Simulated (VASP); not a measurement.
Runs of VASP 6.6.1 on Pt. The structure is that of space group P6_3/mmc (No. 194), or close to it. The cells are those of the table. This isn't the form of Pt at room conditions, which is fcc.

| potentials or basis | cell | cutoff (eV) | gap on the mesh (eV) | pressure (GPa) |
| --- | --- | --- | --- | --- |
| VASP PAW PBE potentials, release 64 (Pt) | a = 2.815, b = 2.815, c = 4.622 Å, angles 90.0, 90.0, 120.0°, 2 atoms | 520 | none | (b) |
| VASP PAW PBE potentials, release 64 (Pt_sv_GW) | a = 2.692, b = 2.692, c = 4.622 Å, angles 90.0, 90.0, 120.0°, 2 atoms | 630 | none | 17.9 |
| VASP PAW PBE potentials, release 64 (Pt) | a = 2.733, b = 2.733, c = 4.908 Å, angles 90.0, 90.0, 120.0°, 2 atoms | 520 | none | -5.5 |
| VASP PAW PBE potentials, release 64 (Pt) | a = 2.774, b = 2.774, c = 4.765 Å, angles 90.0, 90.0, 120.0°, 2 atoms | 520 | none | -7.0 |
| VASP PAW PBE potentials, release 64 (Pt_sv_GW) | a = 2.692, b = 2.692, c = 4.694 Å, angles 90.0, 90.0, 120.0°, 2 atoms | 630 | none | (a) |

Alike in all rows: task single point; level r2SCAN; no spin polarisation; k mesh 24 × 24 × 12; smearing gaussian 0.15 eV.

Q: Fill in the values left out.

A: (a) 13.0; (b) -6.9.

Caveats: the PAW data sets were made with another functional, which shifts forces and pressure a little; spin-orbit coupling is left out, which moves the levels of the heavy elements; the cell stands under pressure (at least some runs); the stress differs along the axes, from -10 to -1 GPa (at least some runs); the stress differs along the axes, from -9 to -4 GPa (at least some runs); the cell stands under tension (at least some runs).

A k mesh can miss the band edges, and the runs leave out spin-orbit coupling on Pt.

A gap of «none» marks levels without a gap at the run's occupations.

The runs don't all hold the same shells in valence.
